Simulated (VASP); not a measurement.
# WS2 (Tungstenite) (R3m) in VASP: notebook

WS2 (Tungstenite) is run at these levels: PBE, PBEsol; tasks: single point.

Program: VASP 6.6.1. These are calculated values, not measurements. Logs are shortened: lines on timing, memory, paths and dates and some standing lists are left out, and cuts for length are marked.

### Step 1. The cell of the first run

The structure is trigonal, space group R3m (No. 160). Conventional cell: a = 3.158 Å, b = 3.158 Å, c = 18.490 Å, α = 90.00°, β = 90.00°, γ = 120.00°. Within 3.2 Å of W (site symmetry 3m) lie 6 S at 2.39 to 2.42 Å and 6 W at 3.16 Å. Within 3.2 Å of S (site symmetry 3m) lie 3 W at 2.42 Å and 7 S at 3.13 to 3.16 Å. S (site symmetry 3m) has 3 W at 2.39 Å and 7 S at 3.13 to 3.16 Å within 3.2 Å.

### Step 2. Single point, PBE

File INCAR:

```
SYSTEM = WS2
ALGO = Normal
EDIFF = 1E-6
ENCUT = 500
GGA = PE
GGA_COMPAT = .False.
ISIF = 2
ISMEAR = -1
LASPH = .True.
LCHARG = .False.
LREAL = .False.
LWAVE = .False.
NBANDS = 20
NELM = 120
PREC = Accurate
SIGMA = 0.04
```

File KPOINTS:

```
k-points
0
Gamma
  4 4 4
  0 0 0
```

File POSCAR:

```
WS2
1.0
    1.5790000000      0.9116360751      6.1633333333
   -1.5790000000      0.9116360751      6.1633333333
    0.0000000000     -1.8232721501      6.1633333333
W S
1 2
Direct
    0.0000000000      0.0000000000      0.0000000000
    0.5810000000      0.5810000000      0.5810000000
    0.7503000000      0.7503000000      0.7503000000
```

Potentials or basis: VASP PAW PBE potentials, release 64 (W_sv, S).

On the command line:

```console
cat potpaw_PBE.64/W_sv/POTCAR potpaw_PBE.64/S/POTCAR > POTCAR
mpirun -np 1 vasp_std > vasp.out
```

OUTCAR:

```text
SYSTEM = WS2
   EDIFF = 1E-6
   ENCUT = 500
   GGA = PE
   ISIF = 2
   ISMEAR = -1
   LASPH = .True.
   LREAL = .False.
   NELM = 120
   PREC = Accurate

 ion  position               nearest neighbor table
   1  0.000  0.000  0.000-   3 2.39   3 2.39   3 2.39   2 2.42   2 2.42   2 2.42
   2  0.581  0.581  0.581-   1 2.42   1 2.42   1 2.42
   3  0.750  0.750  0.750-   1 2.39   1 2.39   1 2.39

  LATTYP: Found a trigonal (rhomboedric) cell.
 ALAT       =     6.4273633094
 COS(alpha) =     0.8792940837

  Lattice vectors:

 A1 = (   1.5790000000,   0.9116360751,   6.1633333333)
 A2 = (  -1.5790000000,   0.9116360751,   6.1633333333)
 A3 = (   0.0000000000,  -1.8232721501,   6.1633333333)

Analysis of symmetry for initial positions (statically):
=====================================================================
 Subroutine PRICEL returns:
 Original cell was already a primitive cell.

 Routine SETGRP: Setting up the symmetry group for a
 trigonal (rhombohedral) supercell.

 Subroutine GETGRP returns: Found  6 space group operations
 (whereof  6 operations were pure point group operations)
 out of a pool of 12 trial point group operations.

The static configuration has the point symmetry C_3v.

Analysis of symmetry for dynamics (positions and initial velocities):
=====================================================================
 Subroutine PRICEL returns:
 Original cell was already a primitive cell.

 Routine SETGRP: Setting up the symmetry group for a
 trigonal (rhombohedral) supercell.

 Subroutine GETGRP returns: Found  6 space group operations
 (whereof  6 operations were pure point group operations)
 out of a pool of 12 trial point group operations.

The dynamic configuration has the point symmetry C_3v.

 Subroutine INISYM returns: Found  6 space group operations
 (whereof  6 operations are pure point group operations),
 and found     1 'primitive' translations

----------------------------------------------------------------------------------------

                                     Primitive cell

  volume of cell :      53.2317

  direct lattice vectors                    reciprocal lattice vectors
     1.579000000  0.911636075  6.163333333     0.316656111  0.182821491  0.054083288
    -1.579000000  0.911636075  6.163333333    -0.316656111  0.182821491  0.054083288
     0.000000000 -1.823272150  6.163333333     0.000000000 -0.365642982  0.054083288

  length of vectors
     6.427363309  6.427363309  6.427363309     0.369621147  0.369621147  0.369621147

  position of ions in fractional coordinates (direct lattice)
     0.000000000  0.000000000  0.000000000
     0.581000000  0.581000000  0.581000000
     0.750300000  0.750300000  0.750300000

  ion indices of the primitive-cell ions
   primitive index   ion index
                 1           1
                 2           2
                 3           3

----------------------------------------------------------------------------------------

 KPOINTS: k-points

Automatic generation of k-mesh.
 Grid dimensions read from file:
 generate k-points for:    4    4    4

 Generating k-lattice:

  Cartesian coordinates                     Fractional coordinates (reciprocal lattice)
     0.079164028  0.045705373  0.013520822     0.250000000  0.000000000 -0.000000000
    -0.079164028  0.045705373  0.013520822     0.000000000  0.250000000 -0.000000000
     0.000000000 -0.091410746  0.013520822     0.000000000  0.000000000  0.250000000

  Length of vectors
     0.092405287  0.092405287  0.092405287

  Shift w.r.t. Gamma in fractional coordinates (k-lattice)
     0.000000000  0.000000000  0.000000000

 Subroutine IBZKPT returns following result:
 ===========================================

 Found     13 irreducible k-points:

 Following reciprocal coordinates:
            Coordinates               Weight
  0.000000  0.000000  0.000000      1.000000
  0.250000  0.000000  0.000000      6.000000
  0.500000  0.000000  0.000000      3.000000
  0.250000  0.250000  0.000000      6.000000
  0.500000  0.250000  0.000000     12.000000
 -0.250000  0.250000  0.000000      6.000000
  0.500000  0.500000  0.000000      3.000000
  0.250000  0.250000  0.250000      2.000000
  0.500000  0.250000  0.250000      6.000000
 -0.250000  0.250000  0.250000      6.000000
  0.500000  0.500000  0.250000      6.000000
 -0.250000  0.500000  0.250000      6.000000
  0.500000  0.500000  0.500000      1.000000
   k-points           NKPTS =     13   k-points in BZ     NKDIM =     13   number of bands    NBANDS=     20
   number of dos      NEDOS =    301   number of ions     NIONS =      3
   total plane-waves  NPLWV = 110592
   dimension x,y,z NGX =    48 NGY =   48 NGZ =   48
   dimension x,y,z NGXF=    96 NGYF=   96 NGZF=   96
   ions per type =               1   2
   NGX,Y,Z   is equivalent  to a cutoff of  12.42, 12.42, 12.42 a.u.
   NGXF,Y,Z  is equivalent  to a cutoff of  24.83, 24.83, 24.83 a.u.
 SYSTEM =  WS2
   PREC   = accura    normal or accurate (medium, high low for compatibility)
   ISTART =      0    job   : 0-new  1-cont  2-samecut
   ICHARG =      2    charge: 1-file 2-atom 10-const
   ISPIN  =      1    spin polarized calculation?
   LNONCOLLINEAR =      F non collinear calculations
   LSORBIT =      F    spin-orbit coupling
   LASPH  =      T    aspherical Exc in radial PAW
   ENCUT  =  500.0 eV  36.75 Ry    6.06 a.u.  11.72 11.72 11.72*2*pi/ulx,y,z
   NELM   =    120;   NELMIN=  2; NELMDL= -5     # of ELM steps
   EDIFF  = 0.1E-05   stopping-criterion for ELM
   LREAL  =      F    real-space projection
   EDIFFG = 0.1E-04   stopping-criterion for IOM
   NSW    =      0    number of steps for IOM
   IBRION =     -1    ionic relax: 0-MD 1-quasi-New 2-CG
   NFREE  =      0    steps in history (QN), initial steepest desc. (CG)
   ISIF   =      2    stress and relaxation
   ISYM   =      2    0-nonsym 1-usesym 2-fastsym
   POTIM  = 0.5000    time-step for ionic-motion
   TEBEG  =    0.0;   TEEND  =   0.0 temperature during run
   PSTRESS=    0.0 pullay stress
   NELECT =      26.0000    total number of electrons
   NUPDOWN=      -1.0000    fix difference up-down
   EMIN   =  10.00;   EMAX   =-10.00  energy-range for DOS
   EFERMI =   0.00;   METHOD = LEGACY
   ISMEAR =    -1;   SIGMA  =   0.04  broadening in eV -4-tet -1-fermi 0-gaus
   EFERMI_NEDOS =   21; number of points for ismear=-14 and -15
   IALGO  =     38    algorithm
   IMIX   =      4    mixing-type and parameters
     AMIX     =   0.40;   BMIX     =  1.00
     AMIX_MAG =   1.60;   BMIX_MAG =  1.00
  volume/ion in A,a.u.               =      17.74       119.74
  Fermi-wavevector in a.u.,A,eV,Ry     =   1.289266  2.436359 22.615687  1.662206
  Thomas-Fermi vector in A             =   2.421169
   LORBIT       =      0    0 simple, 1 ext, 2 COOP (PROOUT), +10 PAW based schemes
   GGA     = PE    functional components
   LHFCALC =     F    Hartree Fock is set to
   AEXX    =    0.0000 exact exchange contribution
   IVDW    =     0    specifies the selected vdW correction
   LEPSILON=     F    determine dielectric tensor
   LRPA    =     F    only Hartree local field effects (RPA)
 non-spin polarized calculation
  energy-cutoff  :      500.00
  volume of cell :       53.23
 maximum number of plane-waves:      1368
 NGX is ok and might be reduce to    48
   NGX = 23   NGY = 23   NGZ = 23

 number of electron      26.0000001 magnetization

 Free energy of the ion-electron system (eV)
  ---------------------------------------------------
  ext. energy  EPLUGINS =         0.00000000
  ---------------------------------------------------
  free energy    TOTEN  =       -23.65944053 eV

  energy without entropy =      -23.65944053  energy(sigma->0) =      -23.65944053

 E-fermi :   8.1531     XC(G=0): -10.9439

 val. band max:        7.5026996113   @ k =   0.5000   0.5000   0.5000
 cond. band min:       8.8791560625   @ k =   0.2500   0.0000   0.0000
 fundamental gap:      1.3764564512
 Fermi energy:         8.1530584842

 k-point     1 :       0.0000    0.0000    0.0000
  band No.  band energies     occupation
      1     -67.1202      2.00000
      2     -31.3797      2.00000
      3     -31.2074      2.00000
      4     -31.2074      2.00000
      5      -8.1656      2.00000
      6      -6.1800      2.00000
[... 12 lines left out ...]
     19      15.3384      0.00000
     20      16.0137      0.00000

 k-point     2 :       0.2500    0.0000    0.0000
  band No.  band energies     occupation
      1     -67.1108      2.00000
      2     -31.3906      2.00000
      3     -31.3460      2.00000
      4     -31.2503      2.00000
      5      -7.1944      2.00000
      6      -5.9009      2.00000
[... 12 lines left out ...]
     19      15.7322      0.00000
     20      16.2226      0.00000

 k-point     3 :       0.5000    0.0000    0.0000
  band No.  band energies     occupation
      1     -67.1014      2.00000
      2     -31.5683      2.00000
      3     -31.3122      2.00000
      4     -31.2927      2.00000
      5      -5.9041      2.00000
      6      -5.5561      2.00000
[... 12 lines left out ...]
     19      14.0415      0.00000
     20      14.8418      0.00000

 k-point     4 :       0.2500    0.2500    0.0000
  band No.  band energies     occupation
      1     -67.1108      2.00000
      2     -31.3906      2.00000
      3     -31.3460      2.00000
      4     -31.2503      2.00000
      5      -7.1595      2.00000
      6      -5.9588      2.00000
[... 176 lines left out ...]
 k-point    12 :      -0.2500    0.5000    0.2500
  band No.  band energies     occupation
      1     -67.1014      2.00000
      2     -31.5019      2.00000
      3     -31.3615      2.00000
      4     -31.3122      2.00000
      5      -5.8310      2.00000
      6      -5.6511      2.00000
[... 12 lines left out ...]
     19      14.6567      0.00000
     20      16.3257      0.00000

 k-point    13 :       0.5000    0.5000    0.5000
  band No.  band energies     occupation
      1     -67.1202      2.00000
      2     -31.3797      2.00000
      3     -31.2074      2.00000
      4     -31.2074      2.00000
      5      -7.9386      2.00000
      6      -6.6124      2.00000
[... 12 lines left out ...]
     19      15.8229      0.00000
     20      17.3306      0.00000

------------------------ aborting loop because EDIFF is reached ----------------------------------------

  FORCE on cell =-STRESS in cart. coord.  units (eV):
  Direction    XX          YY          ZZ          XY          YZ          ZX
  --------------------------------------------------------------------------------------
  -------------------------------------------------------------------------------------
  Total        1.3295221      1.3295221      1.4514924     -0.0000000      0.0000000     -0.0000000
  in kB       40.0161766     40.0161766     43.6872604     -0.0000000      0.0000000     -0.0000000
  external PRESSURE =      41.2398712 kB  Pullay stress =       0.0000000 kB

 VOLUME and BASIS-vectors are now :
 -----------------------------------------------------------------------------
  energy-cutoff  :      500.00
  volume of cell :       53.23
      direct lattice vectors                 reciprocal lattice vectors
     1.579000000  0.911636075  6.163333333     0.316656111  0.182821491  0.054083288
    -1.579000000  0.911636075  6.163333333    -0.316656111  0.182821491  0.054083288
     0.000000000 -1.823272150  6.163333333     0.000000000 -0.365642982  0.054083288

 POSITION                                       TOTAL-FORCE (eV/Angst)
 -----------------------------------------------------------------------------------
      0.00000      0.00000      0.00000         0.000000     -0.000000     -0.599882
      0.00000      0.00000     10.74269         0.000000      0.000000      0.159613
      0.00000      0.00000     13.87305         0.000000      0.000000      0.440269
 -----------------------------------------------------------------------------------
    total drift:                                0.000000     -0.000000     -0.000010

  FREE ENERGIE OF THE ION-ELECTRON SYSTEM (eV)
  ---------------------------------------------------
  free  energy   TOTEN  =       -23.6594405293 eV

  energy  without entropy=      -23.6594405253  energy(sigma->0) =      -23.65944053
```

Wall time 61 s (1 thread of AMD EPYC 7R43 (Zen 3), shared host); peak memory 0.26 GiB.

Results:

```
Free energy            : -23.6594 eV
Pressure               : 4.1 GPa
Largest force          : 0.600 eV/Å
Band gap on the k mesh : 1.38 eV, indirect (least direct gap 2.30 eV)
```

Forces in eV/Å, atoms in the order of the input:
```
W    0.000  0.000 -0.600
S    0.000  0.000  0.160
S    0.000  0.000  0.440
```

Stress tensor (GPa, compression positive):
```
4.00 0.00 0.00
0.00 4.00 0.00
0.00 0.00 4.37
```

Caveat: the k points lie up to 0.58 Å⁻¹ apart; spin-orbit coupling is left out, which moves the levels of the heavy elements. A k mesh can miss the band edges.

[end of part 1 of 2]
